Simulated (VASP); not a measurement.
# Be (Fd-3m) in VASP: a series of runs, part 2 of 2

VASP 6.6.1. The steps go on from the part before.

## Step 3: Single point, RPBE (16.91 Å³/atom)

This run uses another cell than the first one, of 16.91 Å³/atom.

INCAR

```
PREC = Accurate ; ENCUT = 520
EDIFF = 1E-7 ; ISMEAR = -1
SIGMA = 0.1 ; LREAL = False
LASPH = True ; NELM = 60
ALGO = Normal ; ISIF = 2
LWAVE = False ; LCHARG = True
GGA = RP ; LELF = True
LVHAR = True ; NBANDS = 9
```

KPOINTS

```
regular mesh
0
Gamma
  12 12 12
```

POSCAR

```
Be
1.0
    0.0000000000      2.5666095542      2.5666095542
    2.5666095542      0.0000000000      2.5666095542
    2.5666095542      2.5666095542      0.0000000000
Be
2
Direct
    0.1250000000      0.1250000000      0.1250000000
    0.8750000000      0.8750000000      0.8750000000
```

Potentials or basis: VASP PAW PBE potentials, release 64 (Be).

Run with:

```
cat potpaw_PBE.64/Be/POTCAR > POTCAR
mpirun -np 1 vasp_std > vasp.out
```

Wall time 37 s (1 thread of AMD EPYC 7R13, shared host); peak memory 0.13 GiB.

The run converged. Its results:

| Item | Value |
| --- | --- |
| Free energy | -3.8207 eV |
| Pressure | -3.9 GPa |
| Band gap on the k mesh | zero (bands 2 and 3 overlap by 5.43 eV) |

Levels at points of the mesh, in eV from the Fermi level:
```tsv
k point	band 1	band 2	band 3	band 4	band 5
(0.00, 0.00, 0.00)	-6.78	4.34	4.34	4.34	6.72
(0.50, 0.00, 0.00)	-3.60	-3.08	2.79	2.79	7.84
(0.50, 0.50, 0.00)	-2.30	-2.30	0.76	0.76	5.66
```

Caveat: the cell stands under tension; the PAW data sets were made with another functional, which shifts forces and pressure a little.

## Step 4: Single point, RPBE

This run uses another cell than the first one, of 15.10 Å³/atom.

INCAR

```
SYSTEM = Be
PREC = Accurate
ENCUT = 520
EDIFF = 1E-7
ISMEAR = -1
SIGMA = 0.1
LREAL = .False.
LASPH = .True.
NELM = 60
ALGO = Normal
ISIF = 2
LWAVE = .False.
LCHARG = .False.
GGA = RP
NBANDS = 9
```

KPOINTS

```
regular mesh
0
Gamma
  18 18 18
  0 0 0
```

POSCAR

```
Be
1.0
    0.0000000000      2.4714612130      2.4714612130
    2.4714612130      0.0000000000      2.4714612130
    2.4714612130      2.4714612130      0.0000000000
Be
2
Direct
    0.1250000000      0.1250000000      0.1250000000
    0.8750000000      0.8750000000      0.8750000000
```

Potentials or basis: VASP PAW PBE potentials, release 64 (Be).

Run with:

```
cat potpaw_PBE.64/Be/POTCAR > POTCAR
mpirun -np 1 vasp_std > vasp.out
```

OUTCAR:

```text
SYSTEM = Be
   PREC = Accurate
   ENCUT = 520
   EDIFF = 1E-7
   ISMEAR = -1
   LREAL = .False.
   LASPH = .True.
   NELM = 60
   ISIF = 2
   GGA = RP

 ion  position               nearest neighbor table
   1  0.125  0.125  0.125-   2 2.14   2 2.14   2 2.14   2 2.14
   2  0.875  0.875  0.875-   1 2.14   1 2.14   1 2.14   1 2.14

  LATTYP: Found a face centered cubic cell.
 ALAT       =     4.9429224260

  Lattice vectors:

 A1 = (   0.0000000000,   2.4714612130,   2.4714612130)
 A2 = (   2.4714612130,   0.0000000000,   2.4714612130)
 A3 = (   2.4714612130,   2.4714612130,   0.0000000000)

Analysis of symmetry for initial positions (statically):
=====================================================================
 Subroutine PRICEL returns:
 Original cell was already a primitive cell.

 Routine SETGRP: Setting up the symmetry group for a
 face centered cubic supercell.

 Subroutine GETGRP returns: Found 48 space group operations
 (whereof 12 operations were pure point group operations)
 out of a pool of 48 trial point group operations.

The static configuration has the point symmetry D_3d.
[... 168 lines left out ...]
 Fermi energy:         1.7306106536

 k-point     1 :       0.0000    0.0000    0.0000
  band No.  band energies     occupation
      1      -5.4977      2.00000
      2       6.4371      0.00000
      3       6.4371      0.00000
      4       6.4371      0.00000
      5       8.9196      0.00000
      6       8.9196      0.00000
      7       8.9196      0.00000
      8      15.3909      0.00000
      9      15.8163      0.00000
[... 265 lines left out ...]
 k-point    24 :      -0.2222    0.0556    0.0000
  band No.  band energies     occupation
      1      -4.5971      2.00000
      2       2.6735      0.00016
      3       4.8547      0.00000
      4       5.6118      0.00000
      5       9.9406      0.00000
      6      10.5023      0.00000
      7      11.0277      0.00000
      8      14.0392      0.00000
      9      15.0799      0.00000

 [... further k-points ...]

------------------------ aborting loop because EDIFF is reached ----------------------------------------

  FORCE on cell =-STRESS in cart. coord.  units (eV):
  Direction    XX          YY          ZZ          XY          YZ          ZX
  --------------------------------------------------------------------------------------
  -------------------------------------------------------------------------------------
  Total       -0.0037682     -0.0037682     -0.0037682      0.0000000     -0.0000000     -0.0000000
  in kB       -0.1999664     -0.1999664     -0.1999664      0.0000000     -0.0000000     -0.0000000
  external PRESSURE =      -0.1999664 kB  Pullay stress =       0.0000000 kB

 VOLUME and BASIS-vectors are now :
 -----------------------------------------------------------------------------
  energy-cutoff  :      520.00
  volume of cell :       30.19
      direct lattice vectors                 reciprocal lattice vectors
     0.000000000  2.471461213  2.471461213    -0.202309467  0.202309467  0.202309467
     2.471461213  0.000000000  2.471461213     0.202309467 -0.202309467  0.202309467
     2.471461213  2.471461213  0.000000000     0.202309467  0.202309467 -0.202309467

 POSITION                                       TOTAL-FORCE (eV/Angst)
 -----------------------------------------------------------------------------------
      0.61787      0.61787      0.61787         0.000000      0.000000      0.000000
      4.32506      4.32506      4.32506        -0.000000     -0.000000     -0.000000
 -----------------------------------------------------------------------------------
    total drift:                               -0.000000     -0.000000     -0.000000

  FREE ENERGIE OF THE ION-ELECTRON SYSTEM (eV)
  ---------------------------------------------------
  free  energy   TOTEN  =        -3.8698141646 eV

  energy  without entropy=       -3.8386266274  energy(sigma->0) =       -3.85422040
```

stdout:

```text
POSCAR found type information on POSCAR Be
 POSCAR found :  1 types and       2 ions
 scaLAPACK will be used
 -----------------------------------------------------------------------------
|                                                                             |
|                                                                             |
|     You enforced a specific xc type in the INCAR file but a different       |
|     I HOPE YOU KNOW WHAT YOU ARE DOING!                                     |
|                                                                             |
 -----------------------------------------------------------------------------

 LDA part: xc-table for (Slater+PW92), standard interpolation
 POSCAR, INCAR and KPOINTS ok, starting setup
 FFT: planning ... GRIDC
 FFT: planning ... GRID_SOFT
 FFT: planning ... GRID
 WAVECAR not read
 entering main loop
```

Wall time 82 s (1 thread of AMD EPYC 7R13, shared host); peak memory 0.15 GiB.

What came out:

| Property | Result |
| --- | --- |
| Free energy | -3.8698 eV |
| Pressure | 0.0 GPa |
| Band gap on the k mesh | zero (bands 2 and 3 overlap by 6.11 eV) |

Levels at points of the mesh, in eV from the Fermi level:
| k point | band 1 | band 2 | band 3 | band 4 | band 5 | band 6 | band 7 |
| --- | --- | --- | --- | --- | --- | --- | --- |
| (0.00, 0.00, 0.00) | -7.23 | 4.71 | 4.71 | 4.71 | 7.19 | 7.19 | 7.19 |
| (0.50, 0.00, 0.00) | -3.69 | -3.43 | 3.00 | 3.00 | 8.32 | 8.32 | 10.07 |
| (0.50, 0.50, 0.00) | -2.40 | -2.40 | 0.75 | 0.75 | 6.06 | 6.06 | 15.00 |

Caveat: the PAW data sets were made with another functional, which shifts forces and pressure a little.

## Step 5: Summary

| cell | k mesh | gap on the mesh (eV) | pressure (GPa) |
| --- | --- | --- | --- |
| a = 3.586 Å, angles 60.0°, 2 atoms | 12 × 12 × 12 | none | -2.8 |
| a = 3.630 Å, angles 60.0°, 2 atoms | 12 × 12 × 12 | none | -3.9 |
| a = 3.495 Å, angles 60.0°, 2 atoms | 18 × 18 × 18 | none | 0.0 |

Alike in all rows: task single point; level RPBE; potentials or basis VASP PAW PBE potentials, release 64 (Be); no spin polarisation; cutoff (eV) 520; smearing fermi-dirac 0.1 eV.

Caveats: the PAW data sets were made with another functional, which shifts forces and pressure a little; the cell stands under tension (at least some runs).

Absolute energies hang on the potentials; compare differences alone.
